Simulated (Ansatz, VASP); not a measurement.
**HfO2 in VASP and in Ansatz**

File INCAR:

```
ALGO     = Normal         # electronic algorithm
EDIFF    = 1E-6           # SCF threshold, eV
ENCUT    = 520            # plane-wave cutoff, eV
GGA      = PE             # functional
ISIF     = 2              # what is computed and relaxed
ISMEAR   = 0              # smearing method
LASPH    = True           # aspherical terms in the spheres
LCHARG   = True           # write CHGCAR
LELF     = True           # ELF
LREAL    = False          # projectors in reciprocal space
LVHAR    = True         
LWAVE    = False          # write WAVECAR
NBANDS   = 31             # bands
NELM     = 80             # most SCF steps
PREC     = Accurate       # precision mode
SIGMA    = 0.05           # smearing width, eV
```

KPOINTS

```
k-points
0
Gamma
  8 8 6
```

File POSCAR:

```
HfO2
1.0
    3.3917806608      0.0000000000      0.0000000000
    0.0000000000      3.3917806608      0.0000000000
    0.0000000000      0.0000000000      5.9442994194
Hf O
2 4
Direct
    0.5000000000      0.5000000000      0.5000000000
    0.0000000000      0.0000000000      0.0000000000
    0.0000000000      0.5000000000      0.6932520948
    0.5000000000      0.0000000000      0.8067479052
    0.5000000000      0.0000000000      0.3067479052
    0.0000000000      0.5000000000      0.1932520948
```

Input for Ansatz:

```yaml
crystal:
  lattice:
    - [3.3917806608, 0.0, 0.0]
    - [0.0, 3.3917806608, 0.0]
    - [0.0, 0.0, 5.9442994194]
  atoms:
    - { symbol: Hf, position: [0.5, 0.5, 0.5] }
    - { symbol: Hf, position: [0.0, 0.0, 0.0] }
    - { symbol: O, position: [0.0, 0.5, 0.6932520948] }
    - { symbol: O, position: [0.5, 0.0, 0.8067479052] }
    - { symbol: O, position: [0.5, 0.0, 0.3067479052] }
    - { symbol: O, position: [0.0, 0.5, 0.1932520948] }
basis:
  ecutwfc: 420
kpoints:
  mp_grid: { grid: [8, 8, 6] }
hamiltonian:
  xc: pbe
scf:
  occupations: { method: gaussian, width: 0.05 }
  mixing: { preconditioner: none }
output:
  forces: true
  eigenvalues: true
  stress: true
```

Alike in both runs: task single point; functional PBE; k mesh 8 × 8 × 6; occupations gaussian, width 0.05 eV; no spin polarisation.

|  | VASP | Ansatz |
| --- | --- | --- |
| version | VASP 6.6.1 | Ansatz 0.2.0 |
| potentials or method | VASP PAW PBE potentials, release 64 (Hf_pv, O), cutoff 520 eV | scalar-relativistic, plane waves, PAW |
| valence electrons in the cell | 44 | 76 |

```csv
,VASP,Ansatz,Ansatz less VASP
gap on the k mesh at the Fermi level (eV),3.86,3.91,+0.044
pressure (GPa),1.8,4.6,+2.82
"traceless stress, the component that is largest in VASP (GPa)",-34.94,-34.37,+0.574
rms of the force components (eV/Å),0.603,0.570,-0.0333
```

Atom by atom the forces differ by 0.033 eV/Å (rms over components). VASP's potentials hold 44 valence electrons a cell and Ansatz's 76, so a difference there can come from the potentials and not from the codes.

Neither program's run includes spin-orbit coupling.
